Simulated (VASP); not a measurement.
A run of VASP 6.6.1 is set up as follows.

INCAR

```
PREC = Accurate
ENCUT = 520
EDIFF = 1E-8
ISMEAR = -1
SIGMA = 0.03
LREAL = F
LASPH = T
NELM = 60
ALGO = Normal
ISIF = 2
LWAVE = F
LCHARG = F
GGA = PS
LEFG = T
NBANDS = 12
```

Contents of KPOINTS:

```
Automatic mesh
0
Gamma
  17 17 17
```

POSCAR

```
Cu
1.0
    0.0000000000      1.8075000000      1.8075000000
    1.8075000000      0.0000000000      1.8075000000
    1.8075000000      1.8075000000      0.0000000000
Cu
1
Direct
    0.0000000000      0.0000000000      0.0000000000
```

Potentials or basis: VASP PAW PBE potentials, release 64 (Cu).

Run with:

```console
$ cat potpaw_PBE.64/Cu/POTCAR > POTCAR
$ mpirun -np 1 vasp_std > vasp.out
```

Q: Predict the pressure.

A: -6.0 GPa.

Caveat: without QUAD_EFG the Cq values of the log hold for a quadrupole moment of 1 mb, not for the nuclei; the PAW data sets were made with another functional, which shifts forces and pressure a little.
